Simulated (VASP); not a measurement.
# CuAu (P4/mmm) in VASP: single point with PBE

Aim: the single point of CuAu with PBE.

Everything below comes from runs of VASP 6.6.1. Logs are shortened: lines on timing, memory, paths and dates and some standing lists are left out, and cuts for length are marked.

### Step 1. The cell of the first run

Symmetry: P4/mmm, No. 123, tetragonal system. Conventional cell: a = 2.800 Å, b = 2.800 Å, c = 3.670 Å, α = 90.00°, β = 90.00°, γ = 90.00°. Within 3.7 Å of Cu (site symmetry 4/mmm) lie 8 Au at 2.70 Å and 6 Cu at 2.80 to 3.67 Å. Au (site symmetry 4/mmm) has 8 Cu at 2.70 Å and 6 Au at 2.80 to 3.67 Å within 3.7 Å.

### Step 2. Single point, PBE

File INCAR:

```
PREC     = Accurate       # precision mode
ENCUT    = 820            # plane-wave cutoff, eV
EDIFF    = 1E-6           # SCF threshold, eV
ISMEAR   = 0              # smearing method
SIGMA    = 0.1            # smearing width, eV
LREAL    = False          # projectors in reciprocal space
LASPH    = True           # aspherical terms in the spheres
NELM     = 120            # most SCF steps
ALGO     = Normal         # electronic algorithm
ISIF     = 2              # what is computed and relaxed
LWAVE    = False          # write WAVECAR
LCHARG   = False          # write CHGCAR
GGA      = PE             # functional
ISYM     = 0            
NBANDS   = 26             # bands
GGA_COMPAT= False
```

File KPOINTS:

```
Automatic mesh
0
Gamma
  2 1 4
```

File POSCAR:

```
CuAu
1.0
    2.8000000000      0.0000000000      0.0000000000
    0.0000000000      2.8000000000      0.0000000000
    0.0000000000      0.0000000000      3.6700000000
Cu Au
1 1
Direct
    0.5000000000      0.5000000000      0.5000000000
    0.0000000000      0.0000000000      0.0000000000
```

Potentials or basis: VASP PAW PBE potentials, release 64 (Cu_sv_GW, Au_sv_GW).

Launch:

```bash
$ cat potpaw_PBE.64/Cu_sv_GW/POTCAR potpaw_PBE.64/Au_sv_GW/POTCAR > POTCAR
$ mpirun -np 1 vasp_std > vasp.out
```

OUTCAR:

```text
PREC = Accurate
   ENCUT = 820
   EDIFF = 1E-6
   ISMEAR = 0
   LREAL = False
   LASPH = True
   NELM = 120
   ISIF = 2
   GGA = PE
   ISYM = 0

 ion  position               nearest neighbor table
   1  0.500  0.500  0.500-   2 2.70   2 2.70   2 2.70   2 2.70   2 2.70   2 2.70   2 2.70   2 2.70

   2  0.000  0.000  0.000-   1 2.70   1 2.70   1 2.70   1 2.70   1 2.70   1 2.70   1 2.70   1 2.70

IMPORTANT INFORMATION: All symmetrisations will be switched off!
NOSYMM: (Re-)initialisation of all symmetry stuff for point group C_1.

----------------------------------------------------------------------------------------

                                     Primitive cell

  volume of cell :      28.7728

  direct lattice vectors                    reciprocal lattice vectors
     2.800000000  0.000000000  0.000000000     0.357142857  0.000000000  0.000000000
     0.000000000  2.800000000  0.000000000     0.000000000  0.357142857  0.000000000
     0.000000000  0.000000000  3.670000000     0.000000000  0.000000000  0.272479564

  length of vectors
     2.800000000  2.800000000  3.670000000     0.357142857  0.357142857  0.272479564

  position of ions in fractional coordinates (direct lattice)
     0.500000000  0.500000000  0.500000000
     0.000000000  0.000000000  0.000000000

  ion indices of the primitive-cell ions
   primitive index   ion index
                 1           1
                 2           2

----------------------------------------------------------------------------------------

 KPOINTS: Automatic mesh

Automatic generation of k-mesh.
 Grid dimensions read from file:
 generate k-points for:    2    1    4

 Generating k-lattice:

  Cartesian coordinates                     Fractional coordinates (reciprocal lattice)
     0.178571429  0.000000000  0.000000000     0.500000000  0.000000000  0.000000000
     0.000000000  0.357142857  0.000000000     0.000000000  1.000000000  0.000000000
     0.000000000  0.000000000  0.068119891     0.000000000  0.000000000  0.250000000

  Length of vectors
     0.178571429  0.357142857  0.068119891

  Shift w.r.t. Gamma in fractional coordinates (k-lattice)
     0.000000000  0.000000000  0.000000000

 -----------------------------------------------------------------------------
|                                                                             |
|           W    W    AA    RRRRR   N    N  II  N    N   GGGG   !!!           |
|           W    W   A  A   R    R  NN   N  II  NN   N  G    G  !!!           |
|           W    W  A    A  R    R  N N  N  II  N N  N  G       !!!           |
|           W WW W  AAAAAA  RRRRR   N  N N  II  N  N N  G  GGG   !            |
|           WW  WW  A    A  R   R   N   NN  II  N   NN  G    G                |
|           W    W  A    A  R    R  N    N  II  N    N   GGGG   !!!           |
|                                                                             |
|     Your reciprocal lattice and k-lattice belong to different lattice       |
|     classes:                                                                |
|                                                                             |
|        The reciprocal lattice is simple tetragonal,                         |
|        whereas your k-lattice is simple orthorhombic.                       |
|                                                                             |
|     Results are often still useful ...                                      |
|                                                                             |
 -----------------------------------------------------------------------------

 WARNING: IBZKPT: internal override: KBLOWUP is changed to .FALSE.
      ... skipping the blow-up phase ...

 Subroutine IBZKPT returns following result:
 ===========================================

 Found      6 irreducible k-points:

 Following reciprocal coordinates:
            Coordinates               Weight
  0.000000  0.000000  0.000000      1.000000
  0.500000  0.000000  0.000000      1.000000
  0.000000  0.000000  0.250000      2.000000
  0.500000  0.000000  0.250000      2.000000
  0.000000  0.000000  0.500000      1.000000
  0.500000  0.000000  0.500000      1.000000
   k-points           NKPTS =      6   k-points in BZ     NKDIM =      6   number of bands    NBANDS=     26
   number of dos      NEDOS =    301   number of ions     NIONS =      2
   total plane-waves  NPLWV =  28224
   dimension x,y,z NGX =    28 NGY =   28 NGZ =   36
   dimension x,y,z NGXF=    56 NGYF=   56 NGZF=   72
   ions per type =               1   1
   NGX,Y,Z   is equivalent  to a cutoff of  16.62, 16.62, 16.31 a.u.
   NGXF,Y,Z  is equivalent  to a cutoff of  33.25, 33.25, 32.62 a.u.
 SYSTEM =  unknown system
   PREC   = accura    normal or accurate (medium, high low for compatibility)
   ISTART =      0    job   : 0-new  1-cont  2-samecut
   ICHARG =      2    charge: 1-file 2-atom 10-const
   ISPIN  =      1    spin polarized calculation?
   LNONCOLLINEAR =      F non collinear calculations
   LSORBIT =      F    spin-orbit coupling
   LASPH  =      T    aspherical Exc in radial PAW
   ENCUT  =  820.0 eV  60.27 Ry    7.76 a.u.   6.54  6.54  8.57*2*pi/ulx,y,z
   NELM   =    120;   NELMIN=  2; NELMDL= -5     # of ELM steps
   EDIFF  = 0.1E-05   stopping-criterion for ELM
   LREAL  =      F    real-space projection
   EDIFFG = 0.1E-04   stopping-criterion for IOM
   NSW    =      0    number of steps for IOM
   IBRION =     -1    ionic relax: 0-MD 1-quasi-New 2-CG
   NFREE  =      0    steps in history (QN), initial steepest desc. (CG)
   ISIF   =      2    stress and relaxation
   ISYM   =      0    0-nonsym 1-usesym 2-fastsym
   POTIM  = 0.5000    time-step for ionic-motion
   TEBEG  =    0.0;   TEEND  =   0.0 temperature during run
   PSTRESS=    0.0 pullay stress
   NELECT =      38.0000    total number of electrons
   NUPDOWN=      -1.0000    fix difference up-down
   EMIN   =  10.00;   EMAX   =-10.00  energy-range for DOS
   EFERMI =   0.00;   METHOD = LEGACY
   ISMEAR =     0;   SIGMA  =   0.10  broadening in eV -4-tet -1-fermi 0-gaus
   EFERMI_NEDOS =   21; number of points for ismear=-14 and -15
   IALGO  =     38    algorithm
   IMIX   =      4    mixing-type and parameters
     AMIX     =   0.40;   BMIX     =  1.00
     AMIX_MAG =   1.60;   BMIX_MAG =  1.00
  volume/ion in A,a.u.               =      14.39        97.08
  Fermi-wavevector in a.u.,A,eV,Ry     =   1.796147  3.394227 43.894377  3.226146
  Thomas-Fermi vector in A             =   2.857754
   LORBIT       =      0    0 simple, 1 ext, 2 COOP (PROOUT), +10 PAW based schemes
   GGA     = PE    functional components
   LHFCALC =     F    Hartree Fock is set to
   AEXX    =    0.0000 exact exchange contribution
   IVDW    =     0    specifies the selected vdW correction
   LEPSILON=     F    determine dielectric tensor
   LRPA    =     F    only Hartree local field effects (RPA)
 non-spin polarized calculation
 Gauss-broadening in eV      SIGMA  =   0.10
  energy-cutoff  :      820.00
  volume of cell :       28.77
 maximum number of plane-waves:      1561
 NGX is ok and might be reduce to    28
   NGX = 13   NGY = 13   NGZ = 17

 number of electron      37.9999994 magnetization

 Free energy of the ion-electron system (eV)
  ---------------------------------------------------
  ext. energy  EPLUGINS =         0.00000000
  ---------------------------------------------------
  free energy    TOTEN  =        -8.04786431 eV

  energy without entropy =       -8.01481540  energy(sigma->0) =       -8.03133985

 E-fermi :   7.3795     XC(G=0): -13.3327

 val. band max:        7.3780472188   @ k =   0.5000   0.0000   0.0000
 cond. band min:       7.3875102581   @ k =   0.5000   0.0000   0.2500
 fundamental gap:      0.0094630393
 Fermi energy:         7.3795037851

 k-point     1 :       0.0000    0.0000    0.0000
  band No.  band energies     occupation
      1    -103.9279      2.00000
      2     -97.4925      2.00000
      3     -61.5465      2.00000
      4     -61.3217      2.00000
      5     -61.0480      2.00000
      6     -49.1045      2.00000
      7     -48.8281      2.00000
      8     -48.3392      2.00000
      9      -1.3836      2.00000
     10       1.5718      2.00000
     11       2.2357      2.00000
     12       4.2191      2.00000
     13       4.6503      2.00000
     14       5.4792      2.00000
     15       5.5902      2.00000
     16       6.3083      2.00000
     17       6.7961      2.00000
     18       6.7995      2.00000
     19       7.2048      1.98654
     20      10.6131      0.00000
     21      16.6019      0.00000
     22      18.5790      0.00000
     23      18.6208      0.00000
     24      25.2794      0.00000
     25      25.4643      0.00000
     26      25.9718      0.00000

 k-point     2 :       0.5000    0.0000    0.0000
  band No.  band energies     occupation
      1    -103.9264      2.00000
      2     -97.4860      2.00000
      3     -61.5648      2.00000
      4     -61.3196      2.00000
      5     -61.0463      2.00000
      6     -49.2715      2.00000
      7     -48.8137      2.00000
      8     -48.3258      2.00000
      9       1.9709      2.00000
     10       2.7240      2.00000
     11       3.2722      2.00000
     12       3.8264      2.00000
     13       4.4937      2.00000
     14       5.2333      2.00000
     15       5.5416      2.00000
     16       5.5541      2.00000
     17       6.0180      2.00000
     18       6.3766      2.00000
     19       7.3780      1.01643
     20       8.0971      0.00000
     21      17.8769      0.00000
     22      18.1776      0.00000
     23      19.8802      0.00000
     24      19.9167      0.00000
     25      24.4122      0.00000
     26      25.8145      0.00000

 k-point     3 :       0.0000    0.0000    0.2500
  band No.  band energies     occupation
      1    -103.9277      2.00000
      2     -97.4925      2.00000
      3     -61.5463      2.00000
      4     -61.3214      2.00000
      5     -61.0478      2.00000
      6     -49.1044      2.00000
      7     -48.8310      2.00000
      8     -48.3391      2.00000
      9      -0.6533      2.00000
     10       1.7699      2.00000
     11       2.4145      2.00000
     12       4.3682      2.00000
     13       4.8155      2.00000
     14       5.2957      2.00000
     15       5.7177      2.00000
     16       6.0784      2.00000
     17       6.3834      2.00000
     18       6.6566      2.00000
     19       6.7549      2.00000
     20       7.5230      0.04240
     21      20.0142      0.00000
     22      20.0445      0.00000
     23      20.8374      0.00000
     24      23.5839      0.00000
     25      25.0987      0.00000
     26      27.6636      0.00000

 k-point     4 :       0.5000    0.0000    0.2500
  band No.  band energies     occupation
      1    -103.9265      2.00000
      2     -97.4859      2.00000
      3     -61.5649      2.00000
      4     -61.3198      2.00000
      5     -61.0465      2.00000
      6     -49.2710      2.00000
      7     -48.8158      2.00000
      8     -48.3257      2.00000
      9       1.8028      2.00000
     10       2.1167      2.00000
     11       3.7000      2.00000
     12       4.2531      2.00000
     13       4.9058      2.00000
     14       5.2362      2.00000
     15       5.5438      2.00000
     16       5.6952      2.00000
     17       6.6781      2.00000
     18       6.7168      2.00000
     19       7.3875      0.90985
     20       7.9908      0.00000
     21      13.5657      0.00000
     22      14.7318      0.00000
     23      23.7023      0.00000
     24      24.4690      0.00000
     25      25.4888      0.00000
     26      25.8999      0.00000

 k-point     5 :       0.0000    0.0000    0.5000
  band No.  band energies     occupation
      1    -103.9277      2.00000
      2     -97.4925      2.00000
      3     -61.5463      2.00000
      4     -61.3213      2.00000
      5     -61.0478      2.00000
      6     -49.1044      2.00000
      7     -48.8339      2.00000
      8     -48.3391      2.00000
      9       0.4401      2.00000
     10       2.1994      2.00000
     11       2.4923      2.00000
     12       4.5870      2.00000
     13       4.7638      2.00000
     14       5.0750      2.00000
     15       5.1130      2.00000
     16       5.9046      2.00000
     17       5.9243      2.00000
     18       6.0563      2.00000
     19       6.2380      2.00000
     20       6.4542      2.00000
     21      22.8507      0.00000
     22      23.1976      0.00000
     23      23.3639      0.00000
     24      23.6997      0.00000
     25      23.7447      0.00000
     26      23.8407      0.00000

 k-point     6 :       0.5000    0.0000    0.5000
  band No.  band energies     occupation
      1    -103.9263      2.00000
      2     -97.4859      2.00000
      3     -61.5649      2.00000
      4     -61.3199      2.00000
      5     -61.0462      2.00000
      6     -49.2705      2.00000
      7     -48.8180      2.00000
      8     -48.3255      2.00000
      9       1.3296      2.00000
     10       2.1462      2.00000
     11       4.0643      2.00000
     12       4.4079      2.00000
     13       4.5752      2.00000
     14       5.8332      2.00000
     15       6.3692      2.00000
     16       6.4695      2.00000
     17       7.0083      2.00000
     18       7.0322      2.00000
     19       7.2934      1.77672
     20       7.3507      1.31581
     21      11.1398      0.00000
     22      12.8761      0.00000
     23      24.3353      0.00000
     24      24.8213      0.00000
     25      24.9133      0.00000
     26      27.3845      0.00000

------------------------ aborting loop because EDIFF is reached ----------------------------------------

  FORCE on cell =-STRESS in cart. coord.  units (eV):
  Direction    XX          YY          ZZ          XY          YZ          ZX
  --------------------------------------------------------------------------------------
  -------------------------------------------------------------------------------------
  Total        3.6167879     -2.8835701      1.3407573     -0.0000422      0.0000855     -0.0000083
  in kB      201.3963061   -160.5679886     74.6583917     -0.0023478      0.0047619     -0.0004630
  external PRESSURE =      38.4955698 kB  Pullay stress =       0.0000000 kB

 VOLUME and BASIS-vectors are now :
 -----------------------------------------------------------------------------
  energy-cutoff  :      820.00
  volume of cell :       28.77
      direct lattice vectors                 reciprocal lattice vectors
     2.800000000  0.000000000  0.000000000     0.357142857  0.000000000  0.000000000
     0.000000000  2.800000000  0.000000000     0.000000000  0.357142857  0.000000000
     0.000000000  0.000000000  3.670000000     0.000000000  0.000000000  0.272479564

 POSITION                                       TOTAL-FORCE (eV/Angst)
 -----------------------------------------------------------------------------------
      1.40000      1.40000      1.83500         0.000557     -0.000436     -0.000131
      0.00000      0.00000      0.00000        -0.000557      0.000436      0.000131
 -----------------------------------------------------------------------------------
    total drift:                                0.001009     -0.001088     -0.000254

  FREE ENERGIE OF THE ION-ELECTRON SYSTEM (eV)
  ---------------------------------------------------
  free  energy   TOTEN  =        -8.0478643050 eV

  energy  without entropy=       -8.0148154028  energy(sigma->0) =       -8.03133985
```

Wall time 11 s (1 thread of Intel Xeon 6975P-C (Granite Rapids), shared host); peak memory 0.18 GiB.

Results:

```yaml
Free_energy: -8.0479 eV
Pressure: 3.8 GPa
Band_gap_on_the_k_mesh: zero (bands 19 and 20 overlap by 0.93 eV)
```

Stress tensor (GPa, compression positive):
```
 20.14   0.00   0.00
  0.00 -16.06   0.00
  0.00   0.00   7.47
```

Levels at points of the mesh, in eV from the Fermi level:
```
           k point  band 15  band 16  band 17  band 18  band 19  band 20  band 21  band 22  band 23  band 24
(0.00, 0.00, 0.00)    -1.79    -1.07    -0.58    -0.58    -0.17     3.23     9.22    11.20    11.24    17.90
(0.50, 0.00, 0.00)    -1.84    -1.83    -1.36    -1.00     0.00     0.72    10.50    10.80    12.50    12.54
(0.00, 0.00, 0.50)    -2.27    -1.47    -1.46    -1.32    -1.14    -0.93    15.47    15.82    15.98    16.32
(0.50, 0.00, 0.50)    -1.01    -0.91    -0.37    -0.35    -0.09    -0.03     3.76     5.50    16.96    17.44
```

Caveat: the k points lie up to 2.24 Å⁻¹ apart, too coarse for converged energies and pressures of a metal; spin-orbit coupling is left out, which moves the levels of the heavy elements.
